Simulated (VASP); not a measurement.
# InO in VASP: a series of runs

Runs on InO. Level: PBE. Tasks: single point.

All numbers are computed with VASP 6.6.1; they aren't measurements. Logs are shortened: lines on timing, memory, paths and dates and some standing lists are left out, and cuts for length are marked.

## Step 1: The cell of the first run

The cell holds a slab with vacuum, 4 atoms: a = 3.454 Å, b = 3.454 Å, c = 15.877 Å, α = 90.00°, β = 90.00°, γ = 120.00°.

## Step 2: Single point, PBE

Contents of INCAR:

```
SYSTEM = InO
PREC     = Accurate       ! precision mode
ENCUT    = 520            ! plane-wave cutoff, eV
EDIFF    = 1E-7           ! SCF threshold, eV
ISMEAR   = 0              ! smearing method
SIGMA    = 0.01           ! smearing width, eV
LREAL    = .FALSE.        ! projectors in reciprocal space
LASPH    = .TRUE.         ! aspherical terms in the spheres
NELM     = 100            ! most SCF steps
ALGO     = Normal         ! electronic algorithm
ISIF     = 2              ! what is computed and relaxed
LWAVE    = .FALSE.        ! write WAVECAR
LCHARG   = .TRUE.         ! write CHGCAR
GGA      = PE             ! functional
LELF     = .TRUE.         ! ELF
LVHAR    = .TRUE.       
NBANDS   = 27             ! bands
```

Contents of KPOINTS:

```
Automatic mesh
0
G
  6 6 1
  0 0 0
```

Contents of POSCAR:

```
InO
1.0
    3.4536138000      0.0000000000      0.0000000000
   -1.7268069000      2.9909172900      0.0000000000
    0.0000000000      0.0000000000     15.8771000000
In O
2 2
Direct
    0.6666666667      0.3333333333      0.5900210000
    0.6666666667      0.3333333333      0.4099790000
    0.0000000000      0.0000000000      0.6398670000
    0.0000000000      0.0000000000      0.3601330000
```

Potentials or basis: VASP PAW PBE potentials, release 64 (In_d, O).

Run with:

```bash
$ cat potpaw_PBE.64/In_d/POTCAR potpaw_PBE.64/O/POTCAR > POTCAR
$ mpirun -np 1 vasp_std > vasp.out
```

OUTCAR:

```text
SYSTEM = InO
   PREC = Accurate
   ENCUT = 520
   EDIFF = 1E-7
   ISMEAR = 0
   LREAL = .FALSE.
   LASPH = .TRUE.
   NELM = 100
   ISIF = 2
   GGA = PE

 ion  position               nearest neighbor table
   1  0.667  0.333  0.590-   3 2.15   3 2.15   3 2.15   2 2.86
   2  0.667  0.333  0.410-   4 2.15   4 2.15   4 2.15   1 2.86
   3  0.000  0.000  0.640-   1 2.15   1 2.15   1 2.15
   4  0.000  0.000  0.360-   2 2.15   2 2.15   2 2.15

  LATTYP: Found a hexagonal cell.
 ALAT       =     3.4536138000
 C/A-ratio  =     4.5972424595

  Lattice vectors:

 A1 = (   3.4536138000,   0.0000000000,   0.0000000000)
 A2 = (  -1.7268069000,   2.9909172900,   0.0000000000)
 A3 = (   0.0000000000,   0.0000000000,  15.8771000000)

Analysis of symmetry for initial positions (statically):
=====================================================================
 Subroutine PRICEL returns:
 Original cell was already a primitive cell.

 Routine SETGRP: Setting up the symmetry group for a
 hexagonal supercell.

 Subroutine GETGRP returns: Found 12 space group operations
 (whereof 12 operations were pure point group operations)
 out of a pool of 24 trial point group operations.

The static configuration has the point symmetry D_3h.

Analysis of symmetry for dynamics (positions and initial velocities):
=====================================================================
 Subroutine PRICEL returns:
 Original cell was already a primitive cell.

 Routine SETGRP: Setting up the symmetry group for a
 hexagonal supercell.

 Subroutine GETGRP returns: Found 12 space group operations
 (whereof 12 operations were pure point group operations)
 out of a pool of 24 trial point group operations.

The dynamic configuration has the point symmetry D_3h.

 Subroutine INISYM returns: Found 12 space group operations
 (whereof 12 operations are pure point group operations),
 and found     1 'primitive' translations

----------------------------------------------------------------------------------------

                                     Primitive cell

  volume of cell :     164.0021

  direct lattice vectors                    reciprocal lattice vectors
     3.453613800  0.000000000  0.000000000     0.289551773  0.167172794  0.000000000
    -1.726806900  2.990917290  0.000000000     0.000000000  0.334345588  0.000000000
     0.000000000  0.000000000 15.877100000     0.000000000  0.000000000  0.062983794

  length of vectors
     3.453613800  3.453613804 15.877100000     0.334345588  0.334345588  0.062983794

  position of ions in fractional coordinates (direct lattice)
     0.666666667  0.333333333  0.590021000
     0.666666667  0.333333333  0.409979000
     0.000000000  0.000000000  0.639867000
     0.000000000  0.000000000  0.360133000

  ion indices of the primitive-cell ions
   primitive index   ion index
                 1           1
                 2           2
                 3           3
                 4           4

----------------------------------------------------------------------------------------

 KPOINTS: Automatic mesh

Automatic generation of k-mesh.
 Grid dimensions read from file:
 generate k-points for:    6    6    1

 Generating k-lattice:

  Cartesian coordinates                     Fractional coordinates (reciprocal lattice)
     0.048258629  0.027862132  0.000000000     0.166666667  0.000000000  0.000000000
     0.000000000  0.055724265  0.000000000     0.000000000  0.166666667  0.000000000
     0.000000000  0.000000000  0.062983794     0.000000000  0.000000000  1.000000000

  Length of vectors
     0.055724265  0.055724265  0.062983794

  Shift w.r.t. Gamma in fractional coordinates (k-lattice)
     0.000000000  0.000000000  0.000000000

 Subroutine IBZKPT returns following result:
 ===========================================

 Found      7 irreducible k-points:

 Following reciprocal coordinates:
            Coordinates               Weight
  0.000000  0.000000  0.000000      1.000000
  0.166667  0.000000  0.000000      6.000000
  0.333333  0.000000  0.000000      6.000000
  0.500000 -0.000000  0.000000      3.000000
  0.166667  0.166667  0.000000      6.000000
  0.333333  0.166667  0.000000     12.000000
  0.333333  0.333333  0.000000      2.000000
   k-points           NKPTS =      7   k-points in BZ     NKDIM =      7   number of bands    NBANDS=     27
   number of dos      NEDOS =    301   number of ions     NIONS =      4
   total plane-waves  NPLWV =  94080
   dimension x,y,z NGX =    28 NGY =   28 NGZ =  120
   dimension x,y,z NGXF=    56 NGYF=   56 NGZF=  240
   ions per type =               2   2
   NGX,Y,Z   is equivalent  to a cutoff of  13.48, 13.48, 12.56 a.u.
   NGXF,Y,Z  is equivalent  to a cutoff of  26.96, 26.96, 25.13 a.u.
 SYSTEM =  InO
   PREC   = accura    normal or accurate (medium, high low for compatibility)
   ISTART =      0    job   : 0-new  1-cont  2-samecut
   ICHARG =      2    charge: 1-file 2-atom 10-const
   ISPIN  =      1    spin polarized calculation?
   LNONCOLLINEAR =      F non collinear calculations
   LSORBIT =      F    spin-orbit coupling
   LASPH  =      T    aspherical Exc in radial PAW
   ENCUT  =  520.0 eV  38.22 Ry    6.18 a.u.   6.42  6.42 29.52*2*pi/ulx,y,z
   NELM   =    100;   NELMIN=  2; NELMDL= -5     # of ELM steps
   EDIFF  = 0.1E-06   stopping-criterion for ELM
   LREAL  =      F    real-space projection
   EDIFFG = 0.1E-05   stopping-criterion for IOM
   NSW    =      0    number of steps for IOM
   IBRION =     -1    ionic relax: 0-MD 1-quasi-New 2-CG
   NFREE  =      0    steps in history (QN), initial steepest desc. (CG)
   ISIF   =      2    stress and relaxation
   ISYM   =      2    0-nonsym 1-usesym 2-fastsym
   POTIM  = 0.5000    time-step for ionic-motion
   TEBEG  =    0.0;   TEEND  =   0.0 temperature during run
   PSTRESS=    0.0 pullay stress
   NELECT =      38.0000    total number of electrons
   NUPDOWN=      -1.0000    fix difference up-down
   EMIN   =  10.00;   EMAX   =-10.00  energy-range for DOS
   EFERMI =   0.00;   METHOD = LEGACY
   ISMEAR =     0;   SIGMA  =   0.01  broadening in eV -4-tet -1-fermi 0-gaus
   EFERMI_NEDOS =   21; number of points for ismear=-14 and -15
   IALGO  =     38    algorithm
   IMIX   =      4    mixing-type and parameters
     AMIX     =   0.40;   BMIX     =  1.00
     AMIX_MAG =   1.60;   BMIX_MAG =  1.00
  volume/ion in A,a.u.               =      41.00       276.69
  Fermi-wavevector in a.u.,A,eV,Ry     =   1.005510  1.900138 13.756166  1.011050
  Thomas-Fermi vector in A             =   2.138194
   LORBIT       =      0    0 simple, 1 ext, 2 COOP (PROOUT), +10 PAW based schemes
   GGA     = PE    functional components
   LHFCALC =     F    Hartree Fock is set to
   AEXX    =    0.0000 exact exchange contribution
   IVDW    =     0    specifies the selected vdW correction
   LEPSILON=     F    determine dielectric tensor
   LRPA    =     F    only Hartree local field effects (RPA)
 non-spin polarized calculation
 Gauss-broadening in eV      SIGMA  =   0.01
  energy-cutoff  :      520.00
  volume of cell :      164.00
 maximum number of plane-waves:      4449
 NGX is ok and might be reduce to    28
   NGX = 13   NGY = 13   NGZ = 59

 number of electron      37.9999988 magnetization

 Free energy of the ion-electron system (eV)
  ---------------------------------------------------
  ext. energy  EPLUGINS =         0.00000000
  ---------------------------------------------------
  free energy    TOTEN  =       -19.42279659 eV

  energy without entropy =      -19.42279659  energy(sigma->0) =      -19.42279659

 E-fermi :  -1.5715     XC(G=0):  -4.8860

 val. band max:       -1.6302018641   @ k =   0.3333   0.3333   0.0000
 cond. band min:      -1.2717561164   @ k =   0.0000   0.0000   0.0000
 fundamental gap:      0.3584457477
 Fermi energy:        -1.5714982986

 k-point     1 :       0.0000    0.0000    0.0000
  band No.  band energies     occupation
      1     -19.2900      2.00000
      2     -19.2703      2.00000
      3     -15.1737      2.00000
      4     -15.1737      2.00000
      5     -15.1299      2.00000
      6     -15.1299      2.00000
[... 19 lines left out ...]
     26       7.7272      0.00000
     27       7.7272      0.00000

 k-point     2 :       0.1667    0.0000    0.0000
  band No.  band energies     occupation
      1     -19.2545      2.00000
      2     -19.2387      2.00000
      3     -15.2186      2.00000
      4     -15.1148      2.00000
      5     -15.0612      2.00000
      6     -15.0525      2.00000
[... 19 lines left out ...]
     26       6.9597      0.00000
     27       7.3354      0.00000

 k-point     3 :       0.3333    0.0000    0.0000
  band No.  band energies     occupation
      1     -19.2001      2.00000
      2     -19.1895      2.00000
      3     -15.1914      2.00000
      4     -15.0518      2.00000
      5     -15.0231      2.00000
      6     -14.9480      2.00000
[... 19 lines left out ...]
     26       6.8047      0.00000
     27       7.8228      0.00000

 k-point     4 :       0.5000   -0.0000    0.0000
  band No.  band energies     occupation
      1     -19.1812      2.00000
      2     -19.1719      2.00000
      3     -15.1825      2.00000
      4     -15.0477      2.00000
      5     -15.0329      2.00000
      6     -14.9548      2.00000
[... 19 lines left out ...]
     26       7.2378      0.00000
     27       8.2021      0.00000

 k-point     5 :       0.1667    0.1667    0.0000
  band No.  band energies     occupation
      1     -19.2112      2.00000
      2     -19.1996      2.00000
      3     -15.2004      2.00000
      4     -15.0771      2.00000
      5     -14.9996      2.00000
      6     -14.9986      2.00000
[... 19 lines left out ...]
     26       6.0918      0.00000
     27       7.6180      0.00000

 k-point     6 :       0.3333    0.1667    0.0000
  band No.  band energies     occupation
      1     -19.1792      2.00000
      2     -19.1705      2.00000
      3     -15.1613      2.00000
      4     -15.0954      2.00000
      5     -15.0134      2.00000
      6     -14.9314      2.00000
[... 19 lines left out ...]
     26       7.5374      0.00000
     27       8.3843      0.00000

 k-point     7 :       0.3333    0.3333    0.0000
  band No.  band energies     occupation
      1     -19.1694      2.00000
      2     -19.1616      2.00000
      3     -15.1299      2.00000
      4     -15.1294      2.00000
      5     -14.9979      2.00000
      6     -14.9354      2.00000
[... 19 lines left out ...]
     26       7.3574      0.00000
     27       8.2006      0.00000

------------------------ aborting loop because EDIFF is reached ----------------------------------------

  FORCE on cell =-STRESS in cart. coord.  units (eV):
  Direction    XX          YY          ZZ          XY          YZ          ZX
  --------------------------------------------------------------------------------------
  -------------------------------------------------------------------------------------
  Total       -0.0571328     -0.0571328     -0.0898376      0.0000000      0.0000000      0.0000000
  in kB       -0.5581451     -0.5581451     -0.8776464      0.0000000      0.0000000      0.0000000
  external PRESSURE =      -0.6646455 kB  Pullay stress =       0.0000000 kB

 VOLUME and BASIS-vectors are now :
 -----------------------------------------------------------------------------
  energy-cutoff  :      520.00
  volume of cell :      164.00
      direct lattice vectors                 reciprocal lattice vectors
     3.453613800  0.000000000  0.000000000     0.289551773  0.167172794  0.000000000
    -1.726806900  2.990917290  0.000000000     0.000000000  0.334345588  0.000000000
     0.000000000  0.000000000 15.877100000     0.000000000  0.000000000  0.062983794

 POSITION                                       TOTAL-FORCE (eV/Angst)
 -----------------------------------------------------------------------------------
      1.72681      0.99697      9.36782         0.000000      0.000000      0.008000
      1.72681      0.99697      6.50928        -0.000000      0.000000     -0.008000
      0.00000      0.00000     10.15923         0.000000     -0.000000     -0.010654
      0.00000      0.00000      5.71787         0.000000     -0.000000      0.010654
 -----------------------------------------------------------------------------------
    total drift:                               -0.000000     -0.000000      0.000000

  FREE ENERGIE OF THE ION-ELECTRON SYSTEM (eV)
  ---------------------------------------------------
  free  energy   TOTEN  =       -19.4227965852 eV

  energy  without entropy=      -19.4227965852  energy(sigma->0) =      -19.42279659
```

Wall time 89 s (1 thread of Intel Xeon 8259CL, shared host); peak memory 0.29 GiB.

What came out:

- Free energy: -19.4228 eV
- Largest force: 0.011 eV/Å
- Band gap on the k mesh: 0.36 eV, indirect (least direct gap 1.09 eV)

Forces on the atoms (eV/Å):
```
In   0.000  0.000  0.008
In   0.000  0.000 -0.008
O    0.000  0.000 -0.011
O    0.000  0.000  0.011
```

Caveat: spin-orbit coupling is left out, which moves the levels of the heavy elements.

## Step 3: Single point, PBE

Contents of INCAR:

```
  PREC = Accurate
  ENCUT = 520
  EDIFF = 1E-7
  ISMEAR = 0
  SIGMA = 0.01
  LREAL = False
  LASPH = True
  NELM = 80
  ALGO = Normal
  ISIF = 2
  LWAVE = False
  LCHARG = True
  GGA = PE
  LELF = True
  LVHAR = True
  NBANDS = 27
```

Contents of KPOINTS:

```
Automatic mesh
0
Gamma
  6 6 1
```

POSCAR is that of step 2.

Potentials or basis: VASP PAW PBE potentials, release 64 (In_d, O).

Run with:

```bash
$ cat potpaw_PBE.64/In_d/POTCAR potpaw_PBE.64/O/POTCAR > POTCAR
$ mpirun -np 1 vasp_std > vasp.out
```

OUTCAR:

```text
PREC = Accurate
   ENCUT = 520
   EDIFF = 1E-7
   ISMEAR = 0
   LREAL = False
   LASPH = True
   NELM = 80
   ISIF = 2
   GGA = PE

 ion  position               nearest neighbor table
   1  0.667  0.333  0.590-   3 2.15   3 2.15   3 2.15   2 2.86
   2  0.667  0.333  0.410-   4 2.15   4 2.15   4 2.15   1 2.86
   3  0.000  0.000  0.640-   1 2.15   1 2.15   1 2.15
   4  0.000  0.000  0.360-   2 2.15   2 2.15   2 2.15

  LATTYP: Found a hexagonal cell.
 ALAT       =     3.4536138000
[... 389 lines left out ...]
  Direction    XX          YY          ZZ          XY          YZ          ZX
  --------------------------------------------------------------------------------------
  -------------------------------------------------------------------------------------
  Total       -0.0571328     -0.0571328     -0.0898376      0.0000000      0.0000000      0.0000000
  in kB       -0.5581451     -0.5581451     -0.8776464      0.0000000      0.0000000      0.0000000
  external PRESSURE =      -0.6646455 kB  Pullay stress =       0.0000000 kB

 VOLUME and BASIS-vectors are now :
 -----------------------------------------------------------------------------
  energy-cutoff  :      520.00
  volume of cell :      164.00
      direct lattice vectors                 reciprocal lattice vectors
     3.453613800  0.000000000  0.000000000     0.289551773  0.167172794  0.000000000
    -1.726806900  2.990917290  0.000000000     0.000000000  0.334345588  0.000000000
     0.000000000  0.000000000 15.877100000     0.000000000  0.000000000  0.062983794

 POSITION                                       TOTAL-FORCE (eV/Angst)
 -----------------------------------------------------------------------------------
      1.72681      0.99697      9.36782         0.000000      0.000000      0.008000
      1.72681      0.99697      6.50928        -0.000000      0.000000     -0.008000
      0.00000      0.00000     10.15923         0.000000     -0.000000     -0.010654
      0.00000      0.00000      5.71787         0.000000     -0.000000      0.010654
 -----------------------------------------------------------------------------------
    total drift:                               -0.000000     -0.000000      0.000000

  FREE ENERGIE OF THE ION-ELECTRON SYSTEM (eV)
  ---------------------------------------------------
  free  energy   TOTEN  =       -19.4227965852 eV

  energy  without entropy=      -19.4227965852  energy(sigma->0) =      -19.42279659
```

OSZICAR:

```text
N       E                     dE             d eps       ncg     rms          rms(c)
DAV:   1     0.380459410962E+03    0.38046E+03   -0.18167E+04   386   0.142E+03
DAV:   2     0.370161062916E+02   -0.34344E+03   -0.32849E+03   411   0.367E+02
DAV:   3    -0.208401692646E+02   -0.57856E+02   -0.57042E+02   489   0.169E+02
[... 13 lines left out ...]
DAV:  17    -0.194227506194E+02   -0.34456E-04   -0.52380E-06   542   0.203E-02    0.563E-03
DAV:  18    -0.194227887660E+02   -0.38147E-04   -0.14330E-06   411   0.499E-03    0.102E-03
DAV:  19    -0.194227946118E+02   -0.58458E-05   -0.21273E-07   327   0.356E-03    0.754E-04
DAV:  20    -0.194227964888E+02   -0.18770E-05   -0.99747E-08   297   0.321E-03    0.263E-04
DAV:  21    -0.194227965852E+02   -0.96425E-07   -0.18731E-08   336   0.969E-04
   1 F= -.19422797E+02 E0= -.19422797E+02  d E =-.338761E-18
```

Wall time 98 s (1 thread of Intel Xeon 8259CL, shared host); peak memory 0.29 GiB.

What came out:

* Free energy: -19.4228 eV
* Largest force: 0.011 eV/Å
* Band gap on the k mesh: 0.36 eV, indirect (least direct gap 1.09 eV)

Forces on the atoms (eV/Å):
```
In   0.000  0.000  0.008
In   0.000  0.000 -0.008
O    0.000  0.000 -0.011
O    0.000  0.000  0.011
```

Levels at points of the mesh, in eV from the valence-band top:
```tsv
k point	band 16	band 17	band 18	band 19	band 20	band 21	band 22	band 23
(0.00, 0.00, 0.00)	-1.71	-1.68	-1.68	-0.73	0.36	3.27	6.16	6.18
(0.50, 0.00, 0.00)	-2.59	-2.50	-1.96	-0.23	2.31	4.14	5.37	6.85
```

Caveat: spin-orbit coupling is left out, which moves the levels of the heavy elements.
